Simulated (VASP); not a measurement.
# Bi (C2/m) in VASP: further runs

Bi is run at these levels: PBE; tasks: single point.

Everything below comes from runs of VASP 6.6.1. Logs are shortened: lines on timing, memory, paths and dates and some standing lists are left out, and cuts for length are marked.

### 1 The cell of the first run

It takes space group C2/m (No. 12, monoclinic). The conventional cell has a = 6.930 Å, b = 6.223 Å, c = 3.336 Å, α = 90.00°, β = 112.04°, γ = 90.00°. Within 4.2 Å of Bi (site symmetry m) lie 9 Bi at 3.19 to 3.96 Å.

### 2 Single point, PBE

INCAR

```
  ALGO = Fast
  EDIFF = 1E-7
  ENCUT = 520
  GGA = PE
  ISIF = 2
  ISMEAR = -1
  LASPH = True
  LCHARG = False
  LREAL = False
  LWAVE = False
  NBANDS = 22
  NELM = 60
  PREC = Accurate
  SIGMA = 0.05
```

KPOINTS

```
k-points
0
Gamma
  6 6 9
```

POSCAR

```
Bi
1.0
    3.4651838851     -3.1115533531      0.0000000000
    3.4651838851      3.1115533531      0.0000000000
   -1.2517767921      0.0000000000      3.0926530616
Bi
2
Direct
    0.7530610000      0.7530610000      0.8573820000
    0.2469390000      0.2469390000      0.1426180000
```

Potentials or basis: VASP PAW PBE potentials, release 64 (Bi_d).

On the command line:

```console
$ cat potpaw_PBE.64/Bi_d/POTCAR > POTCAR
$ mpirun -np 1 vasp_std > vasp.out
```

OUTCAR:

```text
EDIFF = 1E-7
   ENCUT = 520
   GGA = PE
   ISIF = 2
   ISMEAR = -1
   LASPH = True
   LREAL = False
   NELM = 60
   PREC = Accurate

 ion  position               nearest neighbor table
   1  0.753  0.753  0.857-   2 3.19   2 3.26   2 3.26   2 3.42   2 3.91   2 3.91
   2  0.247  0.247  0.143-   1 3.19   1 3.26   1 3.26   1 3.42   1 3.91   1 3.91

  LATTYP: Found a base centered monoclinic cell.
 ALAT       =     6.9303677702
 B/A-ratio  =     0.8979475423
 C/A-ratio  =     0.4814149259
 COS(beta)  =    -0.3751898342

  Lattice vectors:

 A1 = (   3.4651838851,  -3.1115533531,   0.0000000000)
 A2 = (   3.4651838851,   3.1115533531,   0.0000000000)
 A3 = (  -1.2517767921,   0.0000000000,   3.0926530616)

Analysis of symmetry for initial positions (statically):
=====================================================================
 Subroutine PRICEL returns:
 Original cell was already a primitive cell.

 Routine SETGRP: Setting up the symmetry group for a
 base centered monoclinic supercell.

 Subroutine GETGRP returns: Found  4 space group operations
 (whereof  4 operations were pure point group operations)
 out of a pool of  4 trial point group operations.

The static configuration has the point symmetry C_2h.

Analysis of symmetry for dynamics (positions and initial velocities):
=====================================================================
 Subroutine PRICEL returns:
 Original cell was already a primitive cell.

 Routine SETGRP: Setting up the symmetry group for a
 base centered monoclinic supercell.

 Subroutine GETGRP returns: Found  4 space group operations
 (whereof  4 operations were pure point group operations)
 out of a pool of  4 trial point group operations.

The dynamic configuration has the point symmetry C_2h.

 Subroutine INISYM returns: Found  4 space group operations
 (whereof  4 operations are pure point group operations),
 and found     1 'primitive' translations

----------------------------------------------------------------------------------------

                                     Primitive cell

  volume of cell :      66.6906

  direct lattice vectors                    reciprocal lattice vectors
     3.465183885 -3.111553353  0.000000000     0.144292487 -0.160691444  0.058403572
     3.465183885  3.111553353  0.000000000     0.144292487  0.160691444  0.058403572
    -1.251776792  0.000000000  3.092653062     0.000000000  0.000000000  0.323346971

  length of vectors
     4.657173352  4.657173352  3.336382487     0.223725365  0.223725365  0.323346971

  position of ions in fractional coordinates (direct lattice)
     0.753061000  0.753061000  0.857382000
     0.246939000  0.246939000  0.142618000

  ion indices of the primitive-cell ions
   primitive index   ion index
                 1           1
                 2           2

----------------------------------------------------------------------------------------

 KPOINTS: k-points

Automatic generation of k-mesh.
 Grid dimensions read from file:
 generate k-points for:    6    6    9

 Generating k-lattice:

  Cartesian coordinates                     Fractional coordinates (reciprocal lattice)
     0.024048748 -0.026781907  0.009733929     0.166666667 -0.000000000  0.000000000
     0.024048748  0.026781907  0.009733929    -0.000000000  0.166666667  0.000000000
     0.000000000  0.000000000  0.035927441     0.000000000  0.000000000  0.111111111

  Length of vectors
     0.037287561  0.037287561  0.035927441

  Shift w.r.t. Gamma in fractional coordinates (k-lattice)
     0.000000000  0.000000000  0.000000000

 Subroutine IBZKPT returns following result:
 ===========================================

 Found     97 irreducible k-points:

 Following reciprocal coordinates:
            Coordinates               Weight
  0.000000  0.000000  0.000000      1.000000
  0.166667  0.000000  0.000000      4.000000
  0.333333 -0.000000  0.000000      4.000000
  0.500000  0.000000 -0.000000      2.000000
  0.166667  0.166667  0.000000      2.000000
  0.333333  0.166667  0.000000      4.000000
[... 16 lines left out ...]
 -0.333333  0.166667  0.111111      4.000000
 -0.166667  0.166667  0.111111      4.000000
 [... further k-points ...]
   k-points           NKPTS =     97   k-points in BZ     NKDIM =     97   number of bands    NBANDS=     22
   number of dos      NEDOS =    301   number of ions     NIONS =      2
   total plane-waves  NPLWV =  36288
   dimension x,y,z NGX =    36 NGY =   36 NGZ =   28
   dimension x,y,z NGXF=    72 NGYF=   72 NGZF=   56
   ions per type =               2
   NGX,Y,Z   is equivalent  to a cutoff of  12.85, 12.85, 13.95 a.u.
   NGXF,Y,Z  is equivalent  to a cutoff of  25.70, 25.70, 27.90 a.u.
 SYSTEM =  unknown system
   PREC   = accura    normal or accurate (medium, high low for compatibility)
   ISTART =      0    job   : 0-new  1-cont  2-samecut
   ICHARG =      2    charge: 1-file 2-atom 10-const
   ISPIN  =      1    spin polarized calculation?
   LNONCOLLINEAR =      F non collinear calculations
   LSORBIT =      F    spin-orbit coupling
   LASPH  =      T    aspherical Exc in radial PAW
   ENCUT  =  520.0 eV  38.22 Ry    6.18 a.u.   8.66  8.66  6.20*2*pi/ulx,y,z
   NELM   =     60;   NELMIN=  2; NELMDL= -5     # of ELM steps
   EDIFF  = 0.1E-06   stopping-criterion for ELM
   LREAL  =      F    real-space projection
   EDIFFG = 0.1E-05   stopping-criterion for IOM
   NSW    =      0    number of steps for IOM
   IBRION =     -1    ionic relax: 0-MD 1-quasi-New 2-CG
   NFREE  =      0    steps in history (QN), initial steepest desc. (CG)
   ISIF   =      2    stress and relaxation
   ISYM   =      2    0-nonsym 1-usesym 2-fastsym
   POTIM  = 0.5000    time-step for ionic-motion
   TEBEG  =    0.0;   TEEND  =   0.0 temperature during run
   PSTRESS=    0.0 pullay stress
   NELECT =      30.0000    total number of electrons
   NUPDOWN=      -1.0000    fix difference up-down
   EMIN   =  10.00;   EMAX   =-10.00  energy-range for DOS
   EFERMI =   0.00;   METHOD = LEGACY
   ISMEAR =    -1;   SIGMA  =   0.05  broadening in eV -4-tet -1-fermi 0-gaus
   EFERMI_NEDOS =   21; number of points for ismear=-14 and -15
   IALGO  =     68    algorithm
   IMIX   =      4    mixing-type and parameters
     AMIX     =   0.40;   BMIX     =  1.00
     AMIX_MAG =   1.60;   BMIX_MAG =  1.00
  volume/ion in A,a.u.               =      33.35       225.03
  Fermi-wavevector in a.u.,A,eV,Ry     =   1.254374  2.370423 21.408139  1.573454
  Thomas-Fermi vector in A             =   2.388182
   LORBIT       =      0    0 simple, 1 ext, 2 COOP (PROOUT), +10 PAW based schemes
   GGA     = PE    functional components
   LHFCALC =     F    Hartree Fock is set to
   AEXX    =    0.0000 exact exchange contribution
   IVDW    =     0    specifies the selected vdW correction
   LEPSILON=     F    determine dielectric tensor
   LRPA    =     F    only Hartree local field effects (RPA)
 non-spin polarized calculation
 RMM-DIIS sequential band-by-band and
  energy-cutoff  :      520.00
  volume of cell :       66.69
 maximum number of plane-waves:      1818
 NGX is ok and might be reduce to    36
   NGX = 17   NGY = 17   NGZ = 13

 number of electron      29.9999997 magnetization

 Free energy of the ion-electron system (eV)
  ---------------------------------------------------
  ext. energy  EPLUGINS =         0.00000000
  ---------------------------------------------------
  free energy    TOTEN  =        -7.68454694 eV

  energy without entropy =       -7.67652121  energy(sigma->0) =       -7.68053408

 E-fermi :   7.0126     XC(G=0):  -9.8762

 val. band max:        6.9751334582   @ k =  -0.1667  -0.3333   0.2222
 cond. band min:       7.0299791376   @ k =   0.1667   0.1667   0.0000
 fundamental gap:      0.0548456794
 Fermi energy:         7.0125924235

 k-point     1 :       0.0000    0.0000    0.0000
  band No.  band energies     occupation
      1     -15.9890      2.00000
      2     -15.9565      2.00000
      3     -15.9105      2.00000
      4     -15.8860      2.00000
      5     -15.7965      2.00000
      6     -15.7715      2.00000
[... 14 lines left out ...]
     21      15.3059      0.00000
     22      15.8093      0.00000

 k-point     2 :       0.1667    0.0000    0.0000
  band No.  band energies     occupation
      1     -15.9729      2.00000
      2     -15.9583      2.00000
      3     -15.9152      2.00000
      4     -15.8737      2.00000
      5     -15.7938      2.00000
      6     -15.7754      2.00000
[... 14 lines left out ...]
     21      15.4735      0.00000
     22      16.4417      0.00000

 k-point     3 :       0.3333   -0.0000    0.0000
  band No.  band energies     occupation
      1     -15.9626      2.00000
      2     -15.9414      2.00000
      3     -15.9111      2.00000
      4     -15.8418      2.00000
      5     -15.8046      2.00000
      6     -15.7730      2.00000
[... 14 lines left out ...]
     21      16.1753      0.00000
     22      17.3183      0.00000

 k-point     4 :       0.5000    0.0000   -0.0000
  band No.  band energies     occupation
      1     -15.9642      2.00000
      2     -15.9392      2.00000
      3     -15.8783      2.00000
      4     -15.8289      2.00000
      5     -15.8108      2.00000
      6     -15.7830      2.00000
[... 14 lines left out ...]
     21      15.6750      0.00000
     22      16.1595      0.00000

 k-point     5 :       0.1667    0.1667    0.0000
  band No.  band energies     occupation
      1     -15.9628      2.00000
      2     -15.9572      2.00000
      3     -15.9047      2.00000
      4     -15.8638      2.00000
      5     -15.7954      2.00000
      6     -15.7825      2.00000
[... 14 lines left out ...]
     21      15.7983      0.00000
     22      17.0596      0.00000

 k-point     6 :       0.3333    0.1667    0.0000
  band No.  band energies     occupation
      1     -15.9612      2.00000
      2     -15.9472      2.00000
      3     -15.8823      2.00000
      4     -15.8361      2.00000
      5     -15.8068      2.00000
      6     -15.7771      2.00000
[... 14 lines left out ...]
     21      16.5989      0.00000
     22      16.9273      0.00000

 k-point     7 :       0.5000    0.1667    0.0000
  band No.  band energies     occupation
      1     -15.9645      2.00000
      2     -15.9452      2.00000
      3     -15.8642      2.00000
      4     -15.8194      2.00000
      5     -15.8067      2.00000
      6     -15.7829      2.00000
[... 324 lines left out ...]
      6     -15.7942      2.00000
[... 14 lines left out ...]
     21      16.2482      0.00000
     22      17.3757      0.00000

 k-point    21 :       0.3333    0.1667    0.1111
  band No.  band energies     occupation
      1     -15.9425      2.00000
      2     -15.9299      2.00000
      3     -15.8559      2.00000
      4     -15.8265      2.00000
      5     -15.8177      2.00000
      6     -15.7850      2.00000
[... 14 lines left out ...]
     21      16.8594      0.00000
     22      17.2808      0.00000

 k-point    22 :       0.5000    0.1667    0.1111
  band No.  band energies     occupation
      1     -15.9448      2.00000
      2     -15.9292      2.00000
      3     -15.8726      2.00000
      4     -15.8143      2.00000
      5     -15.8011      2.00000
      6     -15.7798      2.00000
[... 14 lines left out ...]
     21      16.7389      0.00000
     22      16.8841      0.00000

 k-point    23 :      -0.3333    0.1667    0.1111
  band No.  band energies     occupation
      1     -15.9469      2.00000
      2     -15.9218      2.00000
      3     -15.9167      2.00000
      4     -15.8363      2.00000
      5     -15.7835      2.00000
      6     -15.7826      2.00000
[... 14 lines left out ...]
     21      15.9828      0.00000
     22      16.9519      0.00000

 k-point    24 :      -0.1667    0.1667    0.1111
  band No.  band energies     occupation
      1     -15.9551      2.00000
      2     -15.9369      2.00000
      3     -15.9071      2.00000
      4     -15.8582      2.00000
      5     -15.7896      2.00000
      6     -15.7806      2.00000
[... 14 lines left out ...]
     21      16.2055      0.00000
     22      16.3615      0.00000

 [... further k-points ...]
[... 5 lines left out ...]
  --------------------------------------------------------------------------------------
  -------------------------------------------------------------------------------------
  Total        0.4086690      0.1190579      0.7247505      0.0000000      0.0000000     -0.1069150
  in kB        9.8178761      2.8602504     17.4114269      0.0000000      0.0000000     -2.5685286
  external PRESSURE =      10.0298511 kB  Pullay stress =       0.0000000 kB

 VOLUME and BASIS-vectors are now :
 -----------------------------------------------------------------------------
  energy-cutoff  :      520.00
  volume of cell :       66.69
      direct lattice vectors                 reciprocal lattice vectors
     3.465183885 -3.111553353  0.000000000     0.144292487 -0.160691444  0.058403572
     3.465183885  3.111553353  0.000000000     0.144292487  0.160691444  0.058403572
    -1.251776792  0.000000000  3.092653062     0.000000000  0.000000000  0.323346971

 POSITION                                       TOTAL-FORCE (eV/Angst)
 -----------------------------------------------------------------------------------
      4.14574      0.00000      2.65159         0.014094      0.000000     -0.004054
      1.53285      0.00000      0.44107        -0.014094      0.000000      0.004054
 -----------------------------------------------------------------------------------
    total drift:                               -0.000000      0.000000      0.000000

  FREE ENERGIE OF THE ION-ELECTRON SYSTEM (eV)
  ---------------------------------------------------
  free  energy   TOTEN  =        -7.6845469369 eV

  energy  without entropy=       -7.6765212137  energy(sigma->0) =       -7.68053408
```

Wall time 78 s (1 thread of AMD EPYC 9R45 (Zen 5), shared host); peak memory 0.22 GiB.

What came out:

```
Free energy            : -7.6845 eV
Pressure               : 1.0 GPa
Largest force          : 0.015 eV/Å
Band gap on the k mesh : zero (band 15 reaches 10.22 eV, above the bottom of band 16 at 5.27 eV)
```

Forces in eV/Å, atoms in the order of the input:
```
Bi   0.014  0.000 -0.004
Bi  -0.014  0.000  0.004
```

Caveat: spin-orbit coupling is left out, which moves the levels of the heavy elements.

(Continued in part 2 of 2.)
